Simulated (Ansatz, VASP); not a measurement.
**Two plane-wave programs on BeTe**

```xyz
2
Lattice="0.0000 2.9172 2.9172 2.9172 0.0000 2.9172 2.9172 2.9172 0.0000" Properties=species:S:1:pos:R:3 pbc="T T T"
Be    0.0000    0.0000    0.0000
Te    1.4586    1.4586    1.4586
```

Change from the starting cell: hydrostatic strain +3.1%.

Alike in both runs: task single point; functional HSE06; k mesh 6 × 6 × 6; no spin polarisation.

|  | VASP | Ansatz |
| --- | --- | --- |
| version | VASP 6.6.1 | Ansatz 0.2.0 |
| potentials or method | VASP PAW PBE potentials, release 64 (Be, Te) | plane waves, PAW |
| plane-wave cutoff (eV) | 520 | 420 |
| occupations | gaussian, width 0.01 eV | fixed |
| valence electrons in the cell | 8 | 18 |

|  | VASP | Ansatz | Ansatz less VASP |
| --- | --- | --- | --- |
| gap on the k mesh at the Fermi level (eV) | 2.89 | 2.91 | +0.018 |
| pressure (GPa) | -5.4 | -5.2 | +0.11 |

VASP's potentials hold 8 valence electrons a cell and Ansatz's 18, so a difference there can come from the potentials and not from the codes. Ansatz's warnings: stress exchange threshold loose, stress scf threshold loose.

Spin-orbit coupling is off throughout.
